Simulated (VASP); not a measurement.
# BN (P-6m2) in VASP: notebook

The runs below take BN through single point, with PBE+D3(BJ).

Program: VASP 6.6.1. These are calculated values, not measurements. Logs are shortened: lines on timing, memory, paths and dates and some standing lists are left out, and cuts for length are marked.

**1. The cell of the first run**

Symmetry: P-6m2, No. 187, hexagonal system. Conventional cell: a = 2.506 Å, b = 2.506 Å, c = 6.597 Å, α = 90.00°, β = 90.00°, γ = 120.00°. B (site symmetry -6m2) has 3 N at 1.45 Å within 1.9 Å. Within 1.9 Å of B (site symmetry -6m2) lie 3 N at 1.45 Å. Within 1.9 Å of N (site symmetry -6m2) lie 3 B at 1.45 Å. Within 1.9 Å of N (site symmetry -6m2) lie 3 B at 1.45 Å.

**2. Single point, PBE+D3(BJ)**

File INCAR:

```
SYSTEM = BN
  PREC = Accurate
  ENCUT = 520
  EDIFF = 1E-7
  ISMEAR = 0
  SIGMA = 0.02
  LREAL = .False.
  LASPH = .True.
  NELM = 60
  ALGO = Normal
  ISIF = 2
  LWAVE = .False.
  LCHARG = .False.
  GGA = PE
  IVDW = 12
  NBANDS = 16
```

File KPOINTS:

```
Automatic mesh
0
Gamma
  12 12 4
  0 0 0
```

File POSCAR:

```
BN
1.0
    2.5061233057      0.0000000000      0.0000000000
   -1.2530616528      2.1703664477      0.0000000000
    0.0000000000      0.0000000000      6.5973571420
B N
2 2
Direct
    0.0000000000      0.0000000000      0.5000000000
    0.3333333333      0.6666666667      0.0000000000
    0.0000000000      0.0000000000      0.0000000000
    0.6666666667      0.3333333333      0.5000000000
```

Potentials or basis: VASP PAW PBE potentials, release 64 (B, N).

Launch:

```sh
$ cat potpaw_PBE.64/B/POTCAR potpaw_PBE.64/N/POTCAR > POTCAR
$ mpirun -np 1 vasp_std > vasp.out
```

OUTCAR:

```text
SYSTEM = BN
   PREC = Accurate
   ENCUT = 520
   EDIFF = 1E-7
   ISMEAR = 0
   LREAL = .False.
   LASPH = .True.
   NELM = 60
   ISIF = 2
   GGA = PE
   IVDW = 12
 IVDW          = 12

 ion  position               nearest neighbor table
   1  0.000  0.000  0.500-   4 1.45   4 1.45   4 1.45
   2  0.333  0.667  0.000-   3 1.45   3 1.45   3 1.45
   3  0.000  0.000  0.000-   2 1.45   2 1.45   2 1.45
   4  0.667  0.333  0.500-   1 1.45   1 1.45   1 1.45

  LATTYP: Found a hexagonal cell.
 ALAT       =     2.5061233057
 C/A-ratio  =     2.6324950281

  Lattice vectors:

 A1 = (   2.5061233057,   0.0000000000,   0.0000000000)
 A2 = (  -1.2530616528,   2.1703664477,   0.0000000000)
 A3 = (   0.0000000000,   0.0000000000,   6.5973571420)

Analysis of symmetry for initial positions (statically):
=====================================================================
 Subroutine PRICEL returns:
 Original cell was already a primitive cell.

 Routine SETGRP: Setting up the symmetry group for a
 hexagonal supercell.

 Subroutine GETGRP returns: Found 12 space group operations
 (whereof 12 operations were pure point group operations)
 out of a pool of 24 trial point group operations.

The static configuration has the point symmetry D_3h.

Analysis of symmetry for dynamics (positions and initial velocities):
=====================================================================
 Subroutine PRICEL returns:
 Original cell was already a primitive cell.

 Routine SETGRP: Setting up the symmetry group for a
 hexagonal supercell.

 Subroutine GETGRP returns: Found 12 space group operations
 (whereof 12 operations were pure point group operations)
 out of a pool of 24 trial point group operations.

The dynamic configuration has the point symmetry D_3h.

 Subroutine INISYM returns: Found 12 space group operations
 (whereof 12 operations are pure point group operations),
 and found     1 'primitive' translations

----------------------------------------------------------------------------------------

                                     Primitive cell

  volume of cell :      35.8844

  direct lattice vectors                    reciprocal lattice vectors
     2.506123306  0.000000000  0.000000000     0.399022665  0.230375843  0.000000000
    -1.253061653  2.170366448  0.000000000     0.000000000  0.460751686  0.000000000
     0.000000000  0.000000000  6.597357142     0.000000000  0.000000000  0.151575847

  length of vectors
     2.506123306  2.506123306  6.597357142     0.460751686  0.460751686  0.151575847

  position of ions in fractional coordinates (direct lattice)
     0.000000000  0.000000000  0.500000000
     0.333333333  0.666666667  0.000000000
     0.000000000  0.000000000  0.000000000
     0.666666667  0.333333333  0.500000000

  ion indices of the primitive-cell ions
   primitive index   ion index
                 1           1
                 2           2
                 3           3
                 4           4

----------------------------------------------------------------------------------------

 KPOINTS: Automatic mesh

Automatic generation of k-mesh.
 Grid dimensions read from file:
 generate k-points for:   12   12    4

 Generating k-lattice:

  Cartesian coordinates                     Fractional coordinates (reciprocal lattice)
     0.033251889  0.019197987  0.000000000     0.083333333 -0.000000000  0.000000000
     0.000000000  0.038395974  0.000000000     0.000000000  0.083333333  0.000000000
     0.000000000  0.000000000  0.037893962     0.000000000  0.000000000  0.250000000

  Length of vectors
     0.038395974  0.038395974  0.037893962

  Shift w.r.t. Gamma in fractional coordinates (k-lattice)
     0.000000000  0.000000000  0.000000000

 Subroutine IBZKPT returns following result:
 ===========================================

 Found     57 irreducible k-points:

 Following reciprocal coordinates:
            Coordinates               Weight
  0.000000  0.000000  0.000000      1.000000
  0.083333  0.000000  0.000000      6.000000
  0.166667  0.000000  0.000000      6.000000
  0.250000  0.000000  0.000000      6.000000
  0.333333  0.000000  0.000000      6.000000
  0.416667  0.000000  0.000000      6.000000
[... 16 lines left out ...]
  0.250000  0.000000  0.250000     12.000000
  0.333333  0.000000  0.250000     12.000000
 [... further k-points ...]
   k-points           NKPTS =     57   k-points in BZ     NKDIM =     57   number of bands    NBANDS=     16
   number of dos      NEDOS =    301   number of ions     NIONS =      4
   total plane-waves  NPLWV =  20000
   dimension x,y,z NGX =    20 NGY =   20 NGZ =   50
   dimension x,y,z NGXF=    40 NGYF=   40 NGZF=  100
   ions per type =               2   2
   NGX,Y,Z   is equivalent  to a cutoff of  13.27, 13.27, 12.60 a.u.
   NGXF,Y,Z  is equivalent  to a cutoff of  26.53, 26.53, 25.20 a.u.
 SYSTEM =  BN
   PREC   = accura    normal or accurate (medium, high low for compatibility)
   ISTART =      0    job   : 0-new  1-cont  2-samecut
   ICHARG =      2    charge: 1-file 2-atom 10-const
   ISPIN  =      1    spin polarized calculation?
   LNONCOLLINEAR =      F non collinear calculations
   LSORBIT =      F    spin-orbit coupling
   LASPH  =      T    aspherical Exc in radial PAW
   ENCUT  =  520.0 eV  38.22 Ry    6.18 a.u.   4.66  4.66 12.27*2*pi/ulx,y,z
   NELM   =     60;   NELMIN=  2; NELMDL= -5     # of ELM steps
   EDIFF  = 0.1E-06   stopping-criterion for ELM
   LREAL  =      F    real-space projection
   EDIFFG = 0.1E-05   stopping-criterion for IOM
   NSW    =      0    number of steps for IOM
   IBRION =     -1    ionic relax: 0-MD 1-quasi-New 2-CG
   NFREE  =      0    steps in history (QN), initial steepest desc. (CG)
   ISIF   =      2    stress and relaxation
   ISYM   =      2    0-nonsym 1-usesym 2-fastsym
   POTIM  = 0.5000    time-step for ionic-motion
   TEBEG  =    0.0;   TEEND  =   0.0 temperature during run
   PSTRESS=    0.0 pullay stress
   NELECT =      16.0000    total number of electrons
   NUPDOWN=      -1.0000    fix difference up-down
   EMIN   =  10.00;   EMAX   =-10.00  energy-range for DOS
   EFERMI =   0.00;   METHOD = LEGACY
   ISMEAR =     0;   SIGMA  =   0.02  broadening in eV -4-tet -1-fermi 0-gaus
   EFERMI_NEDOS =   21; number of points for ismear=-14 and -15
   IALGO  =     38    algorithm
   IMIX   =      4    mixing-type and parameters
     AMIX     =   0.40;   BMIX     =  1.00
     AMIX_MAG =   1.60;   BMIX_MAG =  1.00
  volume/ion in A,a.u.               =       8.97        60.54
  Fermi-wavevector in a.u.,A,eV,Ry     =   1.250680  2.363443 21.282251  1.564201
  Thomas-Fermi vector in A             =   2.384663
   LORBIT       =      0    0 simple, 1 ext, 2 COOP (PROOUT), +10 PAW based schemes
   GGA     = PE    functional components
   LHFCALC =     F    Hartree Fock is set to
   AEXX    =    0.0000 exact exchange contribution
   IVDW    =    12    specifies the selected vdW correction
   LEPSILON=     F    determine dielectric tensor
   LRPA    =     F    only Hartree local field effects (RPA)
 non-spin polarized calculation
 Gauss-broadening in eV      SIGMA  =   0.02
  energy-cutoff  :      520.00
  volume of cell :       35.88
 maximum number of plane-waves:       985
 NGX is ok and might be reduce to    20
   NGX =  9   NGY =  9   NGZ = 25

 number of electron      15.9999998 magnetization

 Free energy of the ion-electron system (eV)
  ---------------------------------------------------
  ext. energy  EPLUGINS =         0.00000000
  ---------------------------------------------------
  free energy    TOTEN  =       -35.15067609 eV

  energy without entropy =      -35.15067609  energy(sigma->0) =      -35.15067609

 E-fermi :   2.5454     XC(G=0): -10.1173

 val. band max:        2.3697741553   @ k =   0.3333   0.3333   0.5000
 cond. band min:       6.7211495445   @ k =   0.5000   0.0000   0.0000
 fundamental gap:      4.3513753892
 Fermi energy:         2.5454316462

 k-point     1 :       0.0000    0.0000    0.0000
  band No.  band energies     occupation
      1     -15.4892      2.00000
      2     -15.1645      2.00000
      3      -3.9127      2.00000
      4      -1.7341      2.00000
      5       0.9367      2.00000
      6       0.9367      2.00000
[... 8 lines left out ...]
     15      14.5893      0.00000
     16      15.4264      0.00000

 k-point     2 :       0.0833    0.0000    0.0000
  band No.  band energies     occupation
      1     -15.3534      2.00000
      2     -15.0333      2.00000
      3      -3.7256      2.00000
      4      -1.5684      2.00000
      5       0.3769      2.00000
      6       0.4906      2.00000
[... 8 lines left out ...]
     15      14.9393      0.00000
     16      15.0760      0.00000

 k-point     3 :       0.1667    0.0000    0.0000
  band No.  band energies     occupation
      1     -14.9535      2.00000
      2     -14.6472      2.00000
      3      -3.1707      2.00000
      4      -1.0818      2.00000
      5      -1.0379      2.00000
      6      -0.9158      2.00000
[... 8 lines left out ...]
     15      16.1618      0.00000
     16      16.2278      0.00000

 k-point     4 :       0.2500    0.0000    0.0000
  band No.  band energies     occupation
      1     -14.3162      2.00000
      2     -14.0341      2.00000
      3      -2.8320      2.00000
      4      -2.6923      2.00000
      5      -2.2713      2.00000
      6      -0.6819      2.00000
[... 8 lines left out ...]
     15      17.7333      0.00000
     16      18.2950      0.00000
[... 324 lines left out ...]
 k-point    22 :       0.1667    0.0000    0.2500
  band No.  band energies     occupation
      1     -14.9171      2.00000
      2     -14.6882      2.00000
      3      -2.9192      2.00000
      4      -1.4808      2.00000
      5      -1.0189      2.00000
      6      -0.9001      2.00000
[... 8 lines left out ...]
     15      16.0380      0.00000
     16      16.1537      0.00000

 k-point    23 :       0.2500    0.0000    0.2500
  band No.  band energies     occupation
      1     -14.2836      2.00000
      2     -14.0704      2.00000
      3      -2.8337      2.00000
      4      -2.7154      2.00000
      5      -2.0087      2.00000
      6      -0.6785      2.00000
[... 8 lines left out ...]
     15      18.3019      0.00000
     16      18.4219      0.00000

 k-point    24 :       0.3333    0.0000    0.2500
  band No.  band energies     occupation
      1     -13.4822      2.00000
      2     -13.2933      2.00000
      3      -4.6104      2.00000
      4      -4.4764      2.00000
      5      -1.3041      2.00000
      6      -1.1864      2.00000
[... 8 lines left out ...]
     15      19.0116      0.00000
     16      20.6930      0.00000

 [... further k-points ...]

------------------------ aborting loop because EDIFF is reached ----------------------------------------

 Edisp (eV)   -0.56836

 E8    (eV) :    -0.1667

  FORCE on cell =-STRESS in cart. coord.  units (eV):
  Direction    XX          YY          ZZ          XY          YZ          ZX
  --------------------------------------------------------------------------------------
  -------------------------------------------------------------------------------------
  Total       0.03814     0.03814    -0.03567     0.00000     0.00000     0.00000
  in kB       1.70308     1.70308    -1.59261     0.00000     0.00000     0.00000
  external pressure =        0.60 kB  Pullay stress =        0.00 kB

 VOLUME and BASIS-vectors are now :
 -----------------------------------------------------------------------------
  energy-cutoff  :      520.00
  volume of cell :       35.88
      direct lattice vectors                 reciprocal lattice vectors
     2.506123306  0.000000000  0.000000000     0.399022665  0.230375843  0.000000000
    -1.253061653  2.170366448  0.000000000     0.000000000  0.460751686  0.000000000
     0.000000000  0.000000000  6.597357142     0.000000000  0.000000000  0.151575847

 POSITION                                       TOTAL-FORCE (eV/Angst)
 -----------------------------------------------------------------------------------
      0.00000      0.00000      3.29868        -0.000000     -0.000000      0.000000
     -0.00000      1.44691      0.00000         0.000000      0.000000      0.000000
      0.00000      0.00000      0.00000         0.000000     -0.000000      0.000000
      1.25306      0.72346      3.29868         0.000000     -0.000000      0.000000
 -----------------------------------------------------------------------------------
    total drift:                               -0.000001      0.000000      0.000000

  FREE ENERGIE OF THE ION-ELECTRON SYSTEM (eV)
  ---------------------------------------------------
  free  energy   TOTEN  =       -35.7190379886 eV

  energy  without entropy=      -35.7190379886  energy(sigma->0) =      -35.71903799
```

Run time: 42 s. Hardware: 1 thread of Intel Xeon 8259CL, shared host; peak memory 0.17 GiB.

What came out:

```
Free energy                : -35.7190 eV
Pressure                   : 0.1 GPa
Band gap on the k mesh     : 4.35 eV, indirect (least direct gap 4.46 eV)
Dispersion energy per atom : -0.142 eV
```

Stress tensor (GPa, compression positive):
```
 0.17  0.00  0.00
 0.00  0.17  0.00
 0.00  0.00 -0.16
```

A k mesh can miss the band edges. As with any semilocal functional, this PBE gap is likely too small.

**3. Single point, PBE+D3(BJ)**

File INCAR:

```
PREC = Accurate
ENCUT = 520
EDIFF = 1E-6
ISMEAR = 0
SIGMA = 0.05
LREAL = False
LASPH = True
NELM = 100
ALGO = Normal
ISIF = 2
LWAVE = False
LCHARG = False
GGA = PE
IVDW = 12
NBANDS = 16
```

File KPOINTS:

```
regular mesh
0
Gamma
  12 12 4
```

POSCAR is that of step 2.

Potentials or basis: VASP PAW PBE potentials, release 64 (B, N).

Launch:

```sh
$ cat potpaw_PBE.64/B/POTCAR potpaw_PBE.64/N/POTCAR > POTCAR
$ mpirun -np 1 vasp_std > vasp.out
```

Wall time 46 s (1 thread of Intel Xeon 8259CL, shared host); peak memory 0.18 GiB.

It converged, with:

```
Free energy                : -35.7190 eV
Pressure                   : 0.1 GPa
Band gap on the k mesh     : 4.35 eV, indirect (least direct gap 4.47 eV)
Dispersion energy per atom : -0.142 eV
```

Stress tensor (GPa, compression positive):
```
 0.17  0.00  0.00
 0.00  0.17  0.00
 0.00  0.00 -0.16
```

Levels at points of the mesh, in eV from the valence-band top:
```
           k point  band 6  band 7  band 8  band 9  band 10  band 11
(0.00, 0.00, 0.00)   -1.43   -1.32   -1.32    5.22    10.27    11.47
(0.50, 0.00, 0.00)   -4.10   -1.34   -0.70    4.35     5.50     9.60
(0.00, 0.00, 0.50)   -1.43   -1.32   -1.32    7.59     7.63    11.48
(0.50, 0.00, 0.50)   -4.11   -1.02   -0.91    4.62     4.68     9.80
```
